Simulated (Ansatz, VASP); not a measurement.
## Two plane-wave programs on BiTe

```
CELL_PARAMETERS angstrom
0.00000 3.23500 3.29970
3.23500 0.00000 3.29970
3.23500 3.23500 0.00000
ATOMIC_POSITIONS crystal
Bi 0.00000 0.00000 0.00000
Te 0.50000 0.50000 0.50000
```

Change from the starting cell: z stretched by +2 %, ions relaxed.

Alike in both runs: functional PBE; k mesh 13 × 13 × 13; occupations fermi-dirac, width 0.05 eV; no spin polarisation.

Ansatz relaxed the structure, and its values are those at the end. VASP's run is a single point on that final structure, the one shown.

|  | VASP | Ansatz |
| --- | --- | --- |
| version | VASP 6.6.1 | Ansatz 0.2.0 |
| potentials or method | VASP PAW PBE potentials, release 64 (Bi_d, Te) | plane-wave PAW, scalar-relativistic |
| plane-wave cutoff (eV) | 520 | 420 |
| valence electrons in the cell | 21 | 31 |

```tsv
	VASP	Ansatz	Ansatz less VASP
pressure (GPa)	-0.2	-0.2	+0.08
```

With one functional, cell and mesh, what is left measures potentials, basis and numerics. VASP's potentials hold 21 valence electrons a cell and Ansatz's 31, so a difference there can come from the potentials and not from the codes. Ansatz's warnings: stress scf threshold loose.

Neither program's run includes spin-orbit coupling.
